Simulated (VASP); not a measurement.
A run of VASP 6.6.1 is set up as follows.

POSCAR

```
AlSn
1.0
    4.1981056157      0.0000000000      0.0000000000
   -2.0990528078      3.6356661109      0.0000000000
    0.0000000000      0.0000000000      3.3068470000
Sn Al
1 1
Direct
    0.3333333333      0.6666666667      0.5000000000
    0.0000000000      0.0000000000      0.0000000000
```

INCAR.step1

```
SYSTEM = AlSn
PREC = Accurate ; ENCUT = 520
ISMEAR = -1 ; SIGMA = 0.05
LREAL = .False. ; LASPH = .True.
NELM = 80 ; NBANDS = 16
GGA = PE ; ALGO = Normal
EDIFF = 1E-4 ; LWAVE = .True.
LCHARG = .False.
```

INCAR.step2

```
SYSTEM = AlSn
PREC = Accurate ; ENCUT = 520
EDIFF = 1E-6 ; ISMEAR = -1
SIGMA = 0.05 ; LREAL = .False.
LASPH = .True. ; NELM = 80
ALGO = Normal ; ISIF = 2
LWAVE = .False. ; LCHARG = .False.
METAGGA = R2SCAN ; LMIXTAU = .True.
NBANDS = 16 ; ISTART = 1
```

Contents of KPOINTS:

```
regular mesh
0
Gamma
  7 7 8
  0 0 0
```

Potentials or basis: VASP PAW PBE potentials, release 64 (Sn_d, Al).

Command:

```console
$ cat potpaw_PBE.64/Sn_d/POTCAR potpaw_PBE.64/Al/POTCAR > POTCAR
$ cp INCAR.step1 INCAR
$ mpirun -np 1 vasp_std > vasp.out
$ cp INCAR.step2 INCAR
$ mpirun -np 1 vasp_std > vasp.out
```

Task: Predict the pressure.

Result: -1.2 GPa.

Stress tensor (GPa, compression positive):
```
-0.91  0.00  0.00
 0.00 -0.91  0.00
 0.00  0.00 -1.79
```

Caveat: the PAW data sets were made with another functional, which shifts forces and pressure a little.
